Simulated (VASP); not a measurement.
Input of a VASP 6.6.1 run:

File INCAR:

```
SYSTEM = HfN
ALGO = Normal
EDIFF = 1E-6
ENCUT = 520
GGA = PE
ISIF = 2
ISMEAR = -1
LASPH = .True.
LCHARG = .False.
LREAL = .False.
LWAVE = .False.
NBANDS = 14
NELM = 100
PREC = Accurate
SIGMA = 0.05
```

Contents of KPOINTS:

```
k-points
0
Gamma
  14 14 14
  0 0 0
```

Contents of POSCAR:

```
HfN
1.0
    2.5321003004      0.0000000000      0.0000000000
    0.0000000000      2.5321003004      0.0000000000
    0.0000000000      0.0000000000      2.5321003004
Hf N
1 1
Direct
    0.0000000000      0.0000000000      0.0000000000
    0.5000000000      0.5000000000      0.5000000000
```

Potentials or basis: VASP PAW PBE potentials, release 64 (Hf_pv, N).

Run with:

```bash
$ cat potpaw_PBE.64/Hf_pv/POTCAR potpaw_PBE.64/N/POTCAR > POTCAR
$ mpirun -np 1 vasp_std > vasp.out
```

Question: Estimate the pressure.

Answer: 148.6 GPa.
